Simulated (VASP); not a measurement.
A run of VASP 6.6.1 is set up as follows.

Contents of INCAR:

```
SYSTEM = CdSe
PREC = Accurate ; ENCUT = 520
EDIFF = 1E-7 ; ISMEAR = -1
SIGMA = 0.03 ; LREAL = .False.
LASPH = .True. ; NELM = 60
ALGO = Normal ; ISIF = 2
LWAVE = .False. ; LCHARG = .False.
GGA = PE ; NBANDS = 16
```

The input KPOINTS:

```
regular mesh
0
Gamma
  8 8 8
  0 0 0
```

Contents of POSCAR:

```
CdSe
1.0
    0.0000000000      3.1009739106      3.0702711986
    3.1009739106      0.0000000000      3.0702711986
    3.1009739106      3.1009739106      0.0000000000
Cd Se
1 1
Direct
    0.0000000000      0.0000000000      0.0000000000
    0.2500000000      0.2500000000      0.2500000000
```

Potentials or basis: VASP PAW PBE potentials, release 64 (Cd, Se).

Run with:

```sh
$ cat potpaw_PBE.64/Cd/POTCAR potpaw_PBE.64/Se/POTCAR > POTCAR
$ mpirun -np 1 vasp_std > vasp.out
```

**Question.** Predict the pressure.

**Answer.** 0.6 GPa.

**Question.** Predict the band gap on the k mesh.

**Answer.** 0.49 eV.

Stress tensor (GPa, compression positive):
```
0.52 0.00 0.00
0.00 0.52 0.00
0.00 0.00 0.68
```

Caveat: the cell differs from its parent crystal (equal xx and yy strain of +1 %).
